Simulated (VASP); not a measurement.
# Co (P6_3/mmc) in VASP: further runs, part 2 of 2

VASP 6.6.1. The steps go on from the part before.

### Step 3. Single point, PBEsol+D4, collinear spin, ferromagnetic start

This run uses another cell than the first one, of 10.21 Å³/atom, 0.959 times its volume.

File INCAR:

```
  PREC = Accurate
  ENCUT = 520
  EDIFF = 1E-7
  ISMEAR = -1
  SIGMA = 0.05
  LREAL = False
  LASPH = True
  NELM = 150
  ALGO = Normal
  ISIF = 2
  LWAVE = False
  LCHARG = True
  ISPIN = 2
  MAGMOM = 2 2
  LORBIT = 11
  LMAXMIX = 4
  GGA = PS
  IVDW = 13
  LELF = True
  LVHAR = True
  NBANDS = 20
```

File KPOINTS:

```
Automatic mesh
0
Gamma
  12 12 7
```

File POSCAR:

```
Co
1.0
    2.4443334993      0.0000000000      0.0000000000
   -1.2221667496      2.1168549057      0.0000000000
    0.0000000000      0.0000000000      3.9446167524
Co
2
Direct
    0.6666666667      0.3333333333      0.7500000000
    0.3333333333      0.6666666667      0.2500000000
```

Potentials or basis: VASP PAW PBE potentials, release 64 (Co).

Run with:

```bash
cat potpaw_PBE.64/Co/POTCAR > POTCAR
mpirun -np 1 vasp_std > vasp.out
```

OUTCAR:

```text
PREC = Accurate
   ENCUT = 520
   EDIFF = 1E-7
   ISMEAR = -1
   LREAL = False
   LASPH = True
   NELM = 150
   ISIF = 2
   ISPIN = 2
   LORBIT = 11
   GGA = PS
   IVDW = 13

 ion  position               nearest neighbor table
   1  0.667  0.333  0.750-   2 2.43   2 2.43   2 2.43   2 2.43   2 2.43   2 2.43
   2  0.333  0.667  0.250-   1 2.43   1 2.43   1 2.43   1 2.43   1 2.43   1 2.43

  LATTYP: Found a hexagonal cell.
 ALAT       =     2.4443334993
 C/A-ratio  =     1.6137800973

  Lattice vectors:

 A1 = (   2.4443334993,   0.0000000000,   0.0000000000)
 A2 = (  -1.2221667496,   2.1168549057,   0.0000000000)
 A3 = (   0.0000000000,   0.0000000000,   3.9446167524)

Analysis of symmetry for initial positions (statically):
=====================================================================
 Subroutine PRICEL returns:
 Original cell was already a primitive cell.

 Routine SETGRP: Setting up the symmetry group for a
 hexagonal supercell.

 Subroutine GETGRP returns: Found 24 space group operations
 (whereof 12 operations were pure point group operations)
 out of a pool of 24 trial point group operations.

The static configuration has the point symmetry D_3d.
 The point group associated with its full space group is D_6h.

Analysis of symmetry for dynamics (positions and initial velocities):
=====================================================================
 Subroutine PRICEL returns:
 Original cell was already a primitive cell.

 Routine SETGRP: Setting up the symmetry group for a
 hexagonal supercell.

 Subroutine GETGRP returns: Found 24 space group operations
 (whereof 12 operations were pure point group operations)
 out of a pool of 24 trial point group operations.

The dynamic configuration has the point symmetry D_3d.
 The point group associated with its full space group is D_6h.

Analysis of structural, dynamic, and magnetic symmetry:
=====================================================================
 Subroutine PRICEL returns:
 Original cell was already a primitive cell.

 Routine SETGRP: Setting up the symmetry group for a
[... 150 lines left out ...]
  free energy    TOTEN  =       -15.47380613 eV

  energy without entropy =      -15.45876035  energy(sigma->0) =      -15.46628324

 E-fermi :  10.9544     XC(G=0): -13.9452

 val. band max:       10.9518140322   @ k =   0.3333   0.0833   0.0000
 cond. band min:      10.9567473891   @ k =   0.3333   0.0833   0.1429
 fundamental gap:      0.0049333569
 Fermi energy:        10.9543755421

 spin component 1

 k-point     1 :       0.0000    0.0000    0.0000
  band No.  band energies     occupation
      1       1.6251      1.00000
      2       5.5281      1.00000
      3       8.3037      1.00000
      4       8.3182      1.00000
      5       8.3182      1.00000
      6       8.6697      1.00000
[... 541 lines left out ...]
     19      35.0434      0.00000
     20      36.7112      0.00000

 [... further k-points ...]

 spin component 2

 k-point     1 :       0.0000    0.0000    0.0000
  band No.  band energies     occupation
      1       1.6932      1.00000
      2       6.4475      1.00000
      3       9.8553      1.00000
      4       9.8594      1.00000
      5       9.8594      1.00000
      6      10.2637      1.00000
[... 541 lines left out ...]
     19      35.4939      0.00000
     20      37.0751      0.00000

 [... further k-points ...]

------------------------ aborting loop because EDIFF is reached ----------------------------------------

  DFT-D4 for vdW energy calculation

  Edisp (eV):   -0.52098

  FORCE on cell =-STRESS in cart. coord.  units (eV):
  Direction    XX          YY          ZZ          XY          YZ          ZX
  --------------------------------------------------------------------------------------
  -------------------------------------------------------------------------------------
  Total      -0.11922    -0.11922    -0.12688    -0.00000     0.00000     0.00000
  in kB      -9.35877    -9.35877    -9.95974    -0.00000     0.00000     0.00000
  external pressure =       -9.56 kB  Pullay stress =        0.00 kB

 VOLUME and BASIS-vectors are now :
 -----------------------------------------------------------------------------
  energy-cutoff  :      520.00
  volume of cell :       20.41
      direct lattice vectors                 reciprocal lattice vectors
     2.444333499  0.000000000  0.000000000     0.409109477  0.236199467  0.000000000
    -1.222166750  2.116854906  0.000000000     0.000000000  0.472398934  0.000000000
     0.000000000  0.000000000  3.944616752     0.000000000  0.000000000  0.253510053

 POSITION                                       TOTAL-FORCE (eV/Angst)
 -----------------------------------------------------------------------------------
      1.22217      0.70562      2.95846         0.000000     -0.000000      0.000000
     -0.00000      1.41124      0.98615        -0.000000      0.000000      0.000000
 -----------------------------------------------------------------------------------
    total drift:                                0.000000     -0.000000     -0.000000

  FREE ENERGIE OF THE ION-ELECTRON SYSTEM (eV)
  ---------------------------------------------------
  free  energy   TOTEN  =       -15.9947814328 eV

  energy  without entropy=      -15.9797356500  energy(sigma->0) =      -15.98725854

 total charge

# of ion       s       p       d       tot
------------------------------------------
    1        0.515   0.580   7.304   8.398
    2        0.515   0.580   7.304   8.398
--------------------------------------------------
tot          1.029   1.160  14.607  16.797

 magnetization (x)

# of ion       s       p       d       tot
------------------------------------------
    1       -0.015  -0.051   1.606   1.539
    2       -0.015  -0.051   1.606   1.539
--------------------------------------------------
tot         -0.031  -0.102   3.212   3.079
```

Wall time 39 s (1 thread of Intel Xeon Platinum 8559C (Emerald Rapids), shared host); peak memory 0.16 GiB.

Results:

| Item | Value |
| --- | --- |
| Free energy | -15.9948 eV |
| Pressure | -1.0 GPa |
| Net moment | 3.07 μB per cell |
| Site moments | Co +1.54 μB |
| Valence electrons inside the program's atomic spheres | Co 8.40 |
| Dispersion energy per atom | -0.260 eV |

Caveat: the PAW data sets were made with another functional, which shifts forces and pressure a little; pairwise dispersion overbinds metals, which lowers pressure and volume.

### Step 4. Single point, BLYP+D3(BJ), collinear spin, ferromagnetic start

This run uses another cell than the first one, of 10.57 Å³/atom, 0.993 times its volume.

File INCAR:

```
SYSTEM = Co
AGGAC    = 1.0          
AGGAX    = 1.0          
ALDAC    = 0.0          
ALDAX    = 1.0          
ALGO     = Normal         ! electronic algorithm
EDIFF    = 1E-6           ! SCF threshold, eV
ENCUT    = 520            ! plane-wave cutoff, eV
GGA      = B5             ! functional
ISIF     = 2              ! what is computed and relaxed
ISMEAR   = -1             ! smearing method
ISPIN    = 2              ! spin polarisation
IVDW     = 12             ! dispersion correction
LASPH    = .True.         ! aspherical terms in the spheres
LCHARG   = .True.         ! write CHGCAR
LELF     = .True.         ! ELF
LMAXMIX  = 4              ! l up to which the mixer works
LORBIT   = 11             ! projections on sites
LREAL    = .False.        ! projectors in reciprocal space
LVHAR    = .True.       
LWAVE    = .False.        ! write WAVECAR
MAGMOM   = 2 2            ! initial moments
NBANDS   = 20             ! bands
NELM     = 150            ! most SCF steps
PREC     = Accurate       ! precision mode
SIGMA    = 0.05           ! smearing width, eV
VDW_A1   = 0.4298       
VDW_A2   = 4.2359       
VDW_S6   = 1.0          
VDW_S8   = 2.6996
```

File KPOINTS:

```
k-points
0
Gamma
  12 12 7
  0 0 0
```

File POSCAR:

```
Co
1.0
    2.4742763945      0.0000000000      0.0000000000
   -1.2371381973      2.1427862136      0.0000000000
    0.0000000000      0.0000000000      3.9873732410
Co
2
Direct
    0.6666666667      0.3333333333      0.7500000000
    0.3333333333      0.6666666667      0.2500000000
```

Run with:

```bash
cat potpaw_PBE.64/Co/POTCAR > POTCAR
mpirun -np 1 vasp_std > vasp.out
```

It took 36 s on 1 thread of Intel Xeon Platinum 8559C (Emerald Rapids), shared host; peak memory 0.17 GiB.

Results (log left out):

- Free energy: -14.0192 eV
- Pressure: -0.4 GPa
- Net moment: 3.09 μB per cell
- Site moments: Co +1.56 μB
- Valence electrons inside the program's atomic spheres: Co 8.35
- Dispersion energy per atom: -0.980 eV

Levels at points of the mesh, in eV from the Fermi level:
Spin up:
```
           k point  band 8  band 9  band 10  band 11  band 12  band 13  band 14  band 15
(0.00, 0.00, 0.00)   -1.89   -1.89    -0.72    -0.72     0.20     6.73    22.52    24.96
(0.50, 0.00, 0.00)   -0.59   -0.48    -0.43     1.53     3.56    10.08    10.68    13.33
```
Spin down:
| k point | band 3 | band 4 | band 5 | band 6 | band 7 | band 8 | band 9 | band 10 | band 11 | band 12 |
| --- | --- | --- | --- | --- | --- | --- | --- | --- | --- | --- |
| (0.00, 0.00, 0.00) | -1.04 | -1.04 | -1.04 | -0.66 | -0.66 | -0.25 | -0.25 | 0.20 | 1.04 | 1.04 |
| (0.50, 0.00, 0.00) | -3.32 | -1.74 | -1.22 | -1.07 | -0.65 | 1.16 | 1.31 | 1.34 | 2.67 | 4.50 |

Caveat: the PAW data sets were made with another functional, which shifts forces and pressure a little; pairwise dispersion overbinds metals, which lowers pressure and volume.

### Step 5. Single point, PBE, collinear spin, ferromagnetic start

File INCAR:

```
SYSTEM = Co
PREC = Accurate
ENCUT = 520
EDIFF = 1E-7
ISMEAR = 0
SIGMA = 0.013000000000000001
LREAL = .FALSE.
LASPH = .TRUE.
NELM = 150
ALGO = Fast
ISIF = 2
LWAVE = .FALSE.
LCHARG = .FALSE.
ISPIN = 2
MAGMOM = 2 2
LORBIT = 11
LMAXMIX = 4
GGA = PE
NBANDS = 20
```

File KPOINTS:

```
Automatic mesh
0
G
  12 12 7
  0 0 0
```

File POSCAR:

```
Co
1.0
    2.4719999032      0.0000000000      0.0000000000
   -1.2359999516      2.1408147143      0.0000000000
    0.0000000000      0.0000000000      4.0211440800
Co
2
Direct
    0.6666666667      0.3333333333      0.7500000000
    0.3333333333      0.6666666667      0.2500000000
```

Run with:

```bash
cat potpaw_PBE.64/Co/POTCAR > POTCAR
mpirun -np 1 vasp_std > vasp.out
```

Wall time 43 s (1 thread of Intel Xeon Platinum 8559C (Emerald Rapids), shared host); peak memory 0.16 GiB.

Results (log left out):

```
Free energy                                           : -14.0608 eV
Pressure                                              : 4.1 GPa
Net moment                                            : 3.22 μB per cell
Site moments                                          : Co +1.62 μB
Valence electrons inside the program's atomic spheres : Co 8.31
```

Stress tensor (GPa, compression positive):
```
5.19 0.00 0.00
0.00 5.19 0.00
0.00 0.00 1.80
```

Levels at points of the mesh, in eV from the Fermi level:
Spin up:
| k point | band 7 | band 8 | band 9 | band 10 | band 11 | band 12 | band 13 | band 14 | band 15 | band 16 |
| --- | --- | --- | --- | --- | --- | --- | --- | --- | --- | --- |
| (0.00, 0.00, 0.00) | -2.29 | -1.90 | -1.90 | -0.79 | -0.79 | -0.14 | 6.45 | 22.23 | 25.04 | 25.04 |
| (0.50, 0.00, 0.00) | -2.20 | -0.64 | -0.57 | -0.50 | 1.38 | 3.45 | 9.82 | 10.49 | 12.89 | 14.19 |
Spin down:
| k point | band 5 | band 6 | band 7 | band 8 | band 9 | band 10 |
| --- | --- | --- | --- | --- | --- | --- |
| (0.00, 0.00, 0.00) | -0.97 | -0.60 | -0.60 | -0.19 | -0.14 | -0.14 |
| (0.50, 0.00, 0.00) | -1.11 | -1.07 | -0.64 | 1.24 | 1.34 | 1.41 |

### Step 6. The runs side by side

```csv
level,cell,smearing,gap on the mesh (eV),pressure (GPa),moment (μB)
PBE,"a = 2.472, b = 2.472, c = 4.021 Å, angles 90.0, 90.0, 120.0°, 2 atoms",gaussian 0.026 eV,none,4.0,3.21
PBEsol+D4,"a = 2.444, b = 2.444, c = 3.945 Å, angles 90.0, 90.0, 120.0°, 2 atoms",fermi-dirac 0.05 eV,none,-1.0,3.07
BLYP+D3(BJ),"a = 2.474, b = 2.474, c = 3.987 Å, angles 90.0, 90.0, 120.0°, 2 atoms",fermi-dirac 0.05 eV,none,-0.4,3.09
PBE,"a = 2.472, b = 2.472, c = 4.021 Å, angles 90.0, 90.0, 120.0°, 2 atoms",gaussian 0.013 eV,none,4.1,3.22
```

Alike in all rows: task single point; potentials or basis VASP PAW PBE potentials, release 64 (Co); spin collinear, ferromagnetic start; k mesh 12 × 12 × 7; cutoff (eV) 520.

Caveats: the PAW data sets were made with another functional, which shifts forces and pressure a little (some runs); pairwise dispersion overbinds metals, which lowers pressure and volume (some runs).

Total energies depend on the potentials used, so only differences within one code and one set of settings carry meaning.
